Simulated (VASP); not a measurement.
A run of VASP 6.6.1:

The input INCAR:

```
SYSTEM = Cu
PREC = Accurate
ENCUT = 700
EDIFF = 1E-6
ISMEAR = -1
SIGMA = 0.15
LREAL = .FALSE.
LASPH = .TRUE.
NELM = 120
ALGO = Normal
ISIF = 2
LWAVE = .FALSE.
LCHARG = .FALSE.
GGA = CA
NBANDS = 46
GGA_COMPAT = .FALSE.
```

The input KPOINTS:

```
regular mesh
0
G
  11 11 3
  0 0 0
```

Contents of POSCAR:

```
Cu
1.0
    2.5307640000      0.0000000000      0.0000000000
   -1.2653820000      2.1917059150      0.0000000000
    0.0000000000      0.0000000000      8.2618150000
Cu
4
Direct
    0.0000000000      0.0000000000      0.0000000000
    0.3333330000      0.6666670000      0.2500000000
    0.0000000000      0.0000000000      0.5000000000
    0.6666670000      0.3333330000      0.7500000000
```

Potentials or basis: VASP PAW LDA potentials, release 64 (Cu_sv_GW).

The run is started by

```bash
$ cat potpaw_LDA.64/Cu_sv_GW/POTCAR > POTCAR
$ mpirun -np 1 vasp_std > vasp.out
```

Hardware: 1 thread of AMD EPYC 7R43 64-Core Processor (Zen 3) (shared host).

**Question.** How long does it take, and how much memory?

**Answer.** Run time: 2.4 min on 1 thread of AMD EPYC 7R43 64-Core Processor (Zen 3), with other jobs on the host, peak memory 0.19 GiB. Counts: scf iterations 13, k points 32.
